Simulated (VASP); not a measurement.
# K2S (Fm-3m) in VASP: a series of runs

The runs below take K2S through relaxation of cell and atoms, single point, with LDA, r2SCAN, HSE06.

All numbers are computed with VASP 6.6.1; they aren't measurements. Logs are shortened: lines on timing, memory, paths and dates and some standing lists are left out, and cuts for length are marked.

### Step 1. The cell of the first run

The structure is cubic, space group Fm-3m (No. 225). The conventional cell has a = 7.461 Å, b = 7.461 Å, c = 7.461 Å, α = 90.00°, β = 90.00°, γ = 90.00°. K (site symmetry -43m) has 4 S at 3.23 Å and 6 K at 3.73 Å within 4.3 Å. S (site symmetry m-3m) has 8 K at 3.23 Å within 4.3 Å.

### Step 2. Relaxation of cell and atoms, LDA

Input file INCAR:

```
ALGO = Normal
EDIFF = 1E-7
EDIFFG = -0.005
ENCUT = 500
GGA = CA
GGA_COMPAT = False
IBRION = 2
ISIF = 3
ISMEAR = -1
LASPH = True
LCHARG = False
LREAL = False
LWAVE = False
NELM = 120
NELMIN = 4
NSW = 80
PREC = Accurate
SIGMA = 0.02
```

Input file KPOINTS:

```
k-points
0
Gamma
  6 6 6
```

Input file POSCAR:

```
K2S
1.0
    0.0000000000      3.7306299260      3.7306299260
    3.7306299260      0.0000000000      3.7306299260
    3.7306299260      3.7306299260      0.0000000000
K S
2 1
Direct
    0.2500000000      0.2500000000      0.2500000000
    0.7500000000      0.7500000000      0.7500000000
    0.0000000000      0.0000000000      0.0000000000
```

Potentials or basis: VASP PAW LDA potentials, release 64 (K_sv, S).

Started as:

```console
$ cat potpaw_LDA.64/K_sv/POTCAR potpaw_LDA.64/S/POTCAR > POTCAR
$ mpirun -np 1 vasp_std > vasp.out
```

OUTCAR:

```text
EDIFF = 1E-7
   EDIFFG = -0.005
   ENCUT = 500
   GGA = CA
   IBRION = 2
   ISIF = 3
   ISMEAR = -1
   LASPH = True
   LREAL = False
   NELM = 120
   NELMIN = 4
   NSW = 80
   PREC = Accurate

 ion  position               nearest neighbor table
   1  0.250  0.250  0.250-   3 3.23   3 3.23   3 3.23   3 3.23   2 3.73   2 3.73   2 3.73   2 3.73
                             2 3.73   2 3.73
   2  0.750  0.750  0.750-   3 3.23   3 3.23   3 3.23   3 3.23   1 3.73   1 3.73   1 3.73   1 3.73
                             1 3.73   1 3.73
   3  0.000  0.000  0.000-   2 3.23   2 3.23   2 3.23   1 3.23   1 3.23   1 3.23   2 3.23   1 3.23

  LATTYP: Found a face centered cubic cell.
 ALAT       =     7.4612598520

  Lattice vectors:

 A1 = (   0.0000000000,   3.7306299260,   3.7306299260)
 A2 = (   3.7306299260,   0.0000000000,   3.7306299260)
 A3 = (   3.7306299260,   3.7306299260,   0.0000000000)

Analysis of symmetry for initial positions (statically):
=====================================================================
 Subroutine PRICEL returns:
 Original cell was already a primitive cell.

 Routine SETGRP: Setting up the symmetry group for a
 face centered cubic supercell.

 Subroutine GETGRP returns: Found 48 space group operations
 (whereof 48 operations were pure point group operations)
 out of a pool of 48 trial point group operations.

The static configuration has the point symmetry O_h .

Analysis of symmetry for dynamics (positions and initial velocities):
=====================================================================
 Subroutine PRICEL returns:
 Original cell was already a primitive cell.

 Routine SETGRP: Setting up the symmetry group for a
 face centered cubic supercell.

 Subroutine GETGRP returns: Found 48 space group operations
 (whereof 48 operations were pure point group operations)
 out of a pool of 48 trial point group operations.

The dynamic configuration has the point symmetry O_h .

 Subroutine INISYM returns: Found 48 space group operations
 (whereof 48 operations are pure point group operations),
 and found     1 'primitive' translations

----------------------------------------------------------------------------------------

                                     Primitive cell

  volume of cell :     103.8428

  direct lattice vectors                    reciprocal lattice vectors
     0.000000000  3.730629926  3.730629926    -0.134025623  0.134025623  0.134025623
     3.730629926  0.000000000  3.730629926     0.134025623 -0.134025623  0.134025623
     3.730629926  3.730629926  0.000000000     0.134025623  0.134025623 -0.134025623

  length of vectors
     5.275907438  5.275907438  5.275907438     0.232139189  0.232139189  0.232139189

  position of ions in fractional coordinates (direct lattice)
     0.250000000  0.250000000  0.250000000
     0.750000000  0.750000000  0.750000000
     0.000000000  0.000000000  0.000000000

  ion indices of the primitive-cell ions
   primitive index   ion index
                 1           1
                 2           2
                 3           3

----------------------------------------------------------------------------------------

 KPOINTS: k-points

Automatic generation of k-mesh.
 Grid dimensions read from file:
 generate k-points for:    6    6    6

 Generating k-lattice:

  Cartesian coordinates                     Fractional coordinates (reciprocal lattice)
    -0.022337604  0.022337604  0.022337604     0.166666667  0.000000000  0.000000000
     0.022337604 -0.022337604  0.022337604     0.000000000  0.166666667  0.000000000
     0.022337604  0.022337604 -0.022337604     0.000000000  0.000000000  0.166666667

  Length of vectors
     0.038689865  0.038689865  0.038689865

  Shift w.r.t. Gamma in fractional coordinates (k-lattice)
     0.000000000  0.000000000  0.000000000

 Subroutine IBZKPT returns following result:
 ===========================================

 Found     16 irreducible k-points:

 Following reciprocal coordinates:
            Coordinates               Weight
  0.000000  0.000000  0.000000      1.000000
  0.166667  0.000000  0.000000      8.000000
  0.333333  0.000000  0.000000      8.000000
  0.500000  0.000000  0.000000      4.000000
  0.166667  0.166667  0.000000      6.000000
  0.333333  0.166667  0.000000     24.000000
[... 8 lines left out ...]
 -0.333333  0.333333  0.166667     24.000000
 -0.333333  0.500000  0.166667     12.000000
   k-points           NKPTS =     16   k-points in BZ     NKDIM =     16   number of bands    NBANDS=     16
   number of dos      NEDOS =    301   number of ions     NIONS =      3
   total plane-waves  NPLWV =  64000
   dimension x,y,z NGX =    40 NGY =   40 NGZ =   40
   dimension x,y,z NGXF=    80 NGYF=   80 NGZF=   80
   ions per type =               2   1
   NGX,Y,Z   is equivalent  to a cutoff of  12.60, 12.60, 12.60 a.u.
   NGXF,Y,Z  is equivalent  to a cutoff of  25.21, 25.21, 25.21 a.u.
 SYSTEM =  unknown system
   PREC   = accura    normal or accurate (medium, high low for compatibility)
   ISTART =      0    job   : 0-new  1-cont  2-samecut
   ICHARG =      2    charge: 1-file 2-atom 10-const
   ISPIN  =      1    spin polarized calculation?
   LNONCOLLINEAR =      F non collinear calculations
   LSORBIT =      F    spin-orbit coupling
   LASPH  =      T    aspherical Exc in radial PAW
   ENCUT  =  500.0 eV  36.75 Ry    6.06 a.u.   9.62  9.62  9.62*2*pi/ulx,y,z
   NELM   =    120;   NELMIN=  4; NELMDL= -5     # of ELM steps
   EDIFF  = 0.1E-06   stopping-criterion for ELM
   LREAL  =      F    real-space projection
   EDIFFG = -.5E-02   stopping-criterion for IOM
   NSW    =     80    number of steps for IOM
   IBRION =      2    ionic relax: 0-MD 1-quasi-New 2-CG
   NFREE  =      1    steps in history (QN), initial steepest desc. (CG)
   ISIF   =      3    stress and relaxation
   ISYM   =      2    0-nonsym 1-usesym 2-fastsym
   POTIM  = 0.5000    time-step for ionic-motion
   TEBEG  =    0.0;   TEEND  =   0.0 temperature during run
   PSTRESS=    0.0 pullay stress
   NELECT =      24.0000    total number of electrons
   NUPDOWN=      -1.0000    fix difference up-down
   EMIN   =  10.00;   EMAX   =-10.00  energy-range for DOS
   EFERMI =   0.00;   METHOD = LEGACY
   ISMEAR =    -1;   SIGMA  =   0.02  broadening in eV -4-tet -1-fermi 0-gaus
   EFERMI_NEDOS =   21; number of points for ismear=-14 and -15
   IALGO  =     38    algorithm
   IMIX   =      4    mixing-type and parameters
     AMIX     =   0.40;   BMIX     =  1.00
     AMIX_MAG =   1.60;   BMIX_MAG =  1.00
  volume/ion in A,a.u.               =      34.61       233.59
  Fermi-wavevector in a.u.,A,eV,Ry     =   1.004661  1.898535 13.732968  1.009345
  Thomas-Fermi vector in A             =   2.137292
   LORBIT       =      0    0 simple, 1 ext, 2 COOP (PROOUT), +10 PAW based schemes
   GGA     = CA    functional components
   LHFCALC =     F    Hartree Fock is set to
   AEXX    =    0.0000 exact exchange contribution
   IVDW    =     0    specifies the selected vdW correction
   LEPSILON=     F    determine dielectric tensor
   LRPA    =     F    only Hartree local field effects (RPA)
 conjugate gradient relaxation of ions
 non-spin polarized calculation
  energy-cutoff  :      500.00
  volume of cell :      103.84
 maximum number of plane-waves:      2685
 NGX is ok and might be reduce to    40
   NGX = 19   NGY = 19   NGZ = 19

--------------------------------------- Ionic step        1  -------------------------------------------

 number of electron      24.0000000 magnetization

 Free energy of the ion-electron system (eV)
  ---------------------------------------------------
  ext. energy  EPLUGINS =         0.00000000
  ---------------------------------------------------
  free energy    TOTEN  =       -10.33613034 eV

  energy without entropy =      -10.33613034  energy(sigma->0) =      -10.33613034

------------------------ aborting loop because EDIFF is reached ----------------------------------------

  FORCE on cell =-STRESS in cart. coord.  units (eV):
  Direction    XX          YY          ZZ          XY          YZ          ZX
  --------------------------------------------------------------------------------------
  -------------------------------------------------------------------------------------
  Total       -1.2979182     -1.2979182     -1.2979182      0.0000000      0.0000000      0.0000000
  in kB      -20.0254090    -20.0254090    -20.0254090      0.0000000      0.0000000      0.0000000
  external PRESSURE =     -20.0254090 kB  Pullay stress =       0.0000000 kB
[... 22 lines left out ...]
  energy  without entropy=      -10.3361303386  energy(sigma->0) =      -10.33613034

--------------------------------------- Ionic step        2  -------------------------------------------

 number of electron      23.9999999 magnetization

 E-fermi :  -0.0000     XC(G=0):  -7.9691

 val. band max:       -0.4822682118   @ k =   0.5000   0.5000   0.0000
 cond. band min:       1.7228509420   @ k =   0.0000   0.0000   0.0000
 fundamental gap:      2.2051191538
 Fermi energy:        -0.0000060923

 k-point     1 :       0.0000    0.0000    0.0000
  band No.  band energies     occupation
      1     -29.2275      2.00000
      2     -29.1232      2.00000
      3     -13.0791      2.00000
      4     -13.0791      2.00000
      5     -13.0791      2.00000
      6     -12.7967      2.00000
[... 8 lines left out ...]
     15       4.7837      0.00000
     16       6.9400      0.00000
[... 354 lines left out ...]
  energy  without entropy=      -10.4088278073  energy(sigma->0) =      -10.40882781

--------------------------------------- Ionic step        4  -------------------------------------------

 number of electron      24.0000003 magnetization

 Free energy of the ion-electron system (eV)
  ---------------------------------------------------
  ext. energy  EPLUGINS =         0.00000000
  ---------------------------------------------------
  free energy    TOTEN  =       -10.40890558 eV

  energy without entropy =      -10.40890558  energy(sigma->0) =      -10.40890558

 E-fermi :   0.1660     XC(G=0):  -8.1401

 val. band max:       -0.3135140622   @ k =   0.5000   0.5000   0.0000
 cond. band min:       1.9950645770   @ k =   0.0000   0.0000   0.0000
 fundamental gap:      2.3085786392
 Fermi energy:         0.1659500762

 k-point     1 :       0.0000    0.0000    0.0000
  band No.  band energies     occupation
      1     -28.9929      2.00000
      2     -28.8689      2.00000
      3     -12.8610      2.00000
      4     -12.8610      2.00000
      5     -12.8610      2.00000
      6     -12.5431      2.00000
[... 8 lines left out ...]
     15       4.9421      0.00000
     16       7.2541      0.00000
[... 313 lines left out ...]
  FREE ENERGIE OF THE ION-ELECTRON SYSTEM (eV)
  ---------------------------------------------------
  free  energy   TOTEN  =       -10.4089055776 eV

  energy  without entropy=      -10.4089055776  energy(sigma->0) =      -10.40890558

 reached required accuracy - stopping structural energy minimisation
```

It took 2.1 min on 1 thread of Intel Xeon 8259CL, shared host; peak memory 0.21 GiB.

Results:

```yaml
Free_energy: -10.4089 eV
Relaxed_volume: 31.09 Å³/atom
Relaxed_cell: a = 5.090 Å, b = 5.090 Å, c = 5.090 Å, α = 60.00°, β = 60.00°, γ = 60.00°
Space_group_after_relaxing_to_0.1_Å: Fm-3m (No. 225)
Energy_gained_by_relaxing: 24.3 meV/atom
Ionic_steps: 4
Pressure_after_relaxing: 0.0 GPa
Band_gap_on_the_k_mesh: 2.31 eV (least direct gap 2.61 eV)
```

The path:
| step | energy change (eV) | largest force (eV/Å) | pressure (GPa) | volume (Å³) |
| --- | --- | --- | --- | --- |
| 1 | 0.0000 | 0.0000 | -2.00 | 103.84 |
| 2 | -0.0599 | 0.0000 | -0.95 | 97.48 |
| 3 | -0.0727 | 0.0000 | -0.08 | 93.60 |
| 4 | -0.0728 | 0.0000 | 0.01 | 93.26 |

Final structure:
```cif
data_structure
_symmetry_space_group_name_H-M 'P 1'
_symmetry_Int_Tables_number 1
_cell_length_a 5.0902
_cell_length_b 5.0902
_cell_length_c 5.0902
_cell_angle_alpha 60.000
_cell_angle_beta 60.000
_cell_angle_gamma 60.000
_cell_volume 93.26
loop_
_atom_site_label
_atom_site_type_symbol
_atom_site_fract_x
_atom_site_fract_y
_atom_site_fract_z
_atom_site_occupancy
K1 K 0.25000 0.25000 0.25000 1
K2 K 0.75000 0.75000 0.75000 1
S1 S 0.00000 0.00000 0.00000 1
```

A k mesh can miss the band edges. LDA gaps usually lie below the measured ones, often by a third to a half.

### Step 3. Relaxation of cell and atoms, r2SCAN

POSCAR is that of step 2.

Input file INCAR.step1:

```
SYSTEM = K2S
PREC = Accurate ; ENCUT = 550
ISMEAR = -1 ; SIGMA = 0.02
LREAL = .False. ; LASPH = .True.
NELM = 120 ; GGA = PE
ALGO = Normal ; EDIFF = 1E-5
LWAVE = .True. ; LCHARG = .False.
GGA_COMPAT = .False. ; IBRION = 2
ISIF = 3 ; EDIFFG = -0.005
NELMIN = 4 ; NSW = 100
```

Input file INCAR.step2:

```
SYSTEM = K2S
PREC = Accurate ; ENCUT = 550
EDIFF = 1E-7 ; ISMEAR = -1
SIGMA = 0.02 ; LREAL = .False.
LASPH = .True. ; NELM = 120
ALGO = Normal ; ISIF = 3
LWAVE = .False. ; LCHARG = .False.
METAGGA = R2SCAN ; LMIXTAU = .True.
IBRION = 2 ; NSW = 80
EDIFFG = -0.005 ; ISTART = 1
GGA_COMPAT = .False. ; NELMIN = 4
```

Input file KPOINTS:

```
regular mesh
0
Gamma
  6 6 6
  0 0 0
```

Potentials or basis: VASP PAW PBE potentials, release 64 (K_sv, S).

Started as:

```console
$ cat potpaw_PBE.64/K_sv/POTCAR potpaw_PBE.64/S/POTCAR > POTCAR
$ cp INCAR.step1 INCAR
$ mpirun -np 1 vasp_std > vasp.out
$ cp INCAR.step2 INCAR
$ mpirun -np 1 vasp_std > vasp.out
```

Run time: 9.4 min. Hardware: 1 thread of Intel Xeon 8259CL, shared host; peak memory 0.28 GiB.

Results (log left out):

| Quantity | Value |
| --- | --- |
| Free energy | -23.8141 eV |
| Relaxed volume | 33.93 Å³/atom |
| Relaxed cell | a = 5.241 Å, b = 5.241 Å, c = 5.241 Å, α = 60.00°, β = 60.00°, γ = 60.00° |
| Space group after relaxing (to 0.1 Å) | Fm-3m (No. 225) |
| Energy gained by relaxing | 0.9 meV/atom |
| Ionic steps | 3 |
| Pressure after relaxing | 0.0 GPa |
| Band gap on the k mesh | 2.75 eV (least direct gap 2.94 eV) |

The path:
```
step  energy change (eV)  largest force (eV/Å)  pressure (GPa)  volume (Å³)
   1              0.0000                0.0000           -0.41       103.84
   2             -0.0024                0.0000           -0.16       102.53
   3             -0.0028                0.0000           -0.01       101.78
```

Final structure:
```cif
data_structure
_symmetry_space_group_name_H-M 'P 1'
_symmetry_Int_Tables_number 1
_cell_length_a 5.2407
_cell_length_b 5.2407
_cell_length_c 5.2407
_cell_angle_alpha 60.000
_cell_angle_beta 60.000
_cell_angle_gamma 60.000
_cell_volume 101.78
loop_
_atom_site_label
_atom_site_type_symbol
_atom_site_fract_x
_atom_site_fract_y
_atom_site_fract_z
_atom_site_occupancy
K1 K 0.25000 0.25000 0.25000 1
K2 K 0.75000 0.75000 0.75000 1
S1 S 0.00000 0.00000 0.00000 1
```

Levels at points of the mesh, in eV from the valence-band top:
| k point | band 10 | band 11 | band 12 | band 13 | band 14 | band 15 |
| --- | --- | --- | --- | --- | --- | --- |
| (0.00, 0.00, 0.00) | -0.19 | -0.19 | -0.19 | 2.75 | 5.95 | 5.95 |
| (0.50, 0.00, 0.00) | -0.60 | -0.06 | -0.06 | 4.95 | 5.60 | 6.25 |
| (0.50, 0.50, 0.00) | -0.71 | 0.00 | 0.00 | 3.71 | 5.89 | 7.17 |

Caveat: the PAW data sets were made with another functional, which shifts forces and pressure a little.

### Step 4. Single point, HSE06

This run uses another cell than the first one, of 33.84 Å³/atom.

Input file POSCAR:

```
K2S
1.0
    0.0000000000      3.7027187156      3.7027187156
    3.7027187156      0.0000000000      3.7027187156
    3.7027187156      3.7027187156      0.0000000000
K S
2 1
Direct
    0.2500000000      0.2500000000      0.2500000000
    0.7500000000      0.7500000000      0.7500000000
    0.0000000000      0.0000000000      0.0000000000
```

Input file INCAR.step1:

```
ALGO     = Normal         # electronic algorithm
EDIFF    = 1E-5           # SCF threshold, eV
ENCUT    = 400            # plane-wave cutoff, eV
GGA      = PE             # functional
GGA_COMPAT= F            
ISIF     = 2              # what is computed and relaxed
ISMEAR   = 0              # smearing method
LASPH    = T              # aspherical terms in the spheres
LCHARG   = F              # write CHGCAR
LREAL    = F              # projectors in reciprocal space
LWAVE    = T              # write WAVECAR
NBANDS   = 19             # bands
NELM     = 120            # most SCF steps
PREC     = Accurate       # precision mode
SIGMA    = 0.01           # smearing width, eV
```

Input file INCAR.step2:

```
ALGO     = Normal         # electronic algorithm
EDIFF    = 1E-6           # SCF threshold, eV
ENCUT    = 400            # plane-wave cutoff, eV
GGA      = PE             # functional
GGA_COMPAT= F            
HFSCREEN = 0.2079         # screening, 1/A
ISIF     = 2              # what is computed and relaxed
ISMEAR   = 0              # smearing method
ISTART   = 1            
LASPH    = T              # aspherical terms in the spheres
LCHARG   = F              # write CHGCAR
LHFCALC  = T              # exact exchange
LREAL    = F              # projectors in reciprocal space
LWAVE    = F              # write WAVECAR
NBANDS   = 19             # bands
NELM     = 120            # most SCF steps
PREC     = Accurate       # precision mode
PRECFOCK = Normal       
SIGMA    = 0.01           # smearing width, eV
```

Input file KPOINTS:

```
k-points
0
Gamma
  4 4 4
```

Started as:

```console
$ cat potpaw_PBE.64/K_sv/POTCAR potpaw_PBE.64/S/POTCAR > POTCAR
$ cp INCAR.step1 INCAR
$ mpirun -np 1 vasp_std > vasp.out
$ cp INCAR.step2 INCAR
$ mpirun -np 1 vasp_std > vasp.out
```

It took 23 min on 1 thread of Intel Xeon 8259CL, shared host; peak memory 0.32 GiB.

It converged, with:

| Property | Result |
| --- | --- |
| Free energy | -10.8455 eV |
| Pressure | 0.2 GPa |
| Band gap on the k mesh | 3.31 eV (least direct gap 3.49 eV) |

Levels at points of the mesh, in eV from the valence-band top:
```tsv
k point	band 9	band 10	band 11	band 12	band 13	band 14	band 15	band 16
(0.00, 0.00, 0.00)	-10.61	-0.18	-0.18	-0.18	3.31	6.70	6.70	8.76
(0.50, 0.00, 0.00)	-10.38	-0.64	-0.06	-0.06	5.72	6.07	6.95	6.95
(0.50, 0.50, 0.00)	-10.32	-0.76	0.00	0.00	4.44	6.45	7.81	8.00
```

Caveat: the PAW data sets were made with another functional, which shifts forces and pressure a little.

### Step 5. Overview

| task | level | potentials or basis | cell | k mesh | cutoff (eV) | smearing | grid for exact exchange (PRECFOCK) | share of exact exchange | screening parameter | gap on the mesh (eV) | pressure (GPa) | relaxed volume (Å³/atom) |
| --- | --- | --- | --- | --- | --- | --- | --- | --- | --- | --- | --- | --- |
| relaxation of cell and atoms | LDA | VASP PAW LDA potentials, release 64 (K_sv, S) | relaxed from a = 5.276 Å, angles 60.0°, 3 atoms | 6 × 6 × 6 | 500 | fermi-dirac 0.02 eV | - | - | - | 2.31 | 0.0 | 31.09 |
| relaxation of cell and atoms | r2SCAN | VASP PAW PBE potentials, release 64 (K_sv, S) | relaxed from a = 5.276 Å, angles 60.0°, 3 atoms | 6 × 6 × 6 | 550 | fermi-dirac 0.02 eV | - | - | - | 2.75 | 0.0 | 33.93 |
| single point | HSE06 | VASP PAW PBE potentials, release 64 (K_sv, S) | a = 5.236 Å, angles 60.0°, 3 atoms | 4 × 4 × 4 | 400 | gaussian 0.01 eV | Normal | 0.25 | 0.2079 1/Å | 3.31 | 0.2 | - |

Alike in all rows: no spin polarisation.

Caveats: the PAW data sets were made with another functional, which shifts forces and pressure a little (at least some runs).

Absolute energies hang on the potentials; compare differences alone.
